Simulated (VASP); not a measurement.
In, 2 atoms in the cell. The structure is hexagonal, space group P6_3/mmc (No. 194). Conventional cell: a = 3.139 Å, b = 3.139 Å, c = 6.221 Å, α = 90.00°, β = 90.00°, γ = 120.00°. In (site symmetry -6m2) has 12 In at 3.14 to 3.60 Å within 4.1 Å.  This cell differs from its parent crystal: ratio of the length along z to the lengths across it x 1.2, volume and fractional coordinates fixed.

| Property | Result |
| --- | --- |
| Program | VASP 6.6.1 |
| Task | single point |
| Functional | r2SCAN |
| Potentials or basis | VASP PAW PBE potentials, release 64 (In_d) |
| Cutoff | 520 eV |
| k mesh | 18 × 18 × 10 |
| Occupations | gaussian, width 0.15 eV |
| Spin | no spin polarisation |
| Dipole correction | no |
| Further INCAR settings | ALGO = Normal; EDIFF = 1e-07; NBANDS = 20 |

Potentials or basis: VASP PAW PBE potentials, release 64 (In_d).

Command:

```bash
$ cat potpaw_PBE.64/In_d/POTCAR > POTCAR
$ cp INCAR.step1 INCAR
$ mpirun -np 1 vasp_std > vasp.out
$ cp INCAR.step2 INCAR
$ mpirun -np 1 vasp_std > vasp.out
```

Hardware: 1 thread of Intel(R) Xeon(R) Platinum 8488C (Sapphire Rapids), on a shared host.

Q: Estimate the wall time of this run.

A: Wall time 13 min on 1 thread of Intel(R) Xeon(R) Platinum 8488C (Sapphire Rapids), with other jobs on the host, peak memory 0.3 GiB. Counts: k points 222.
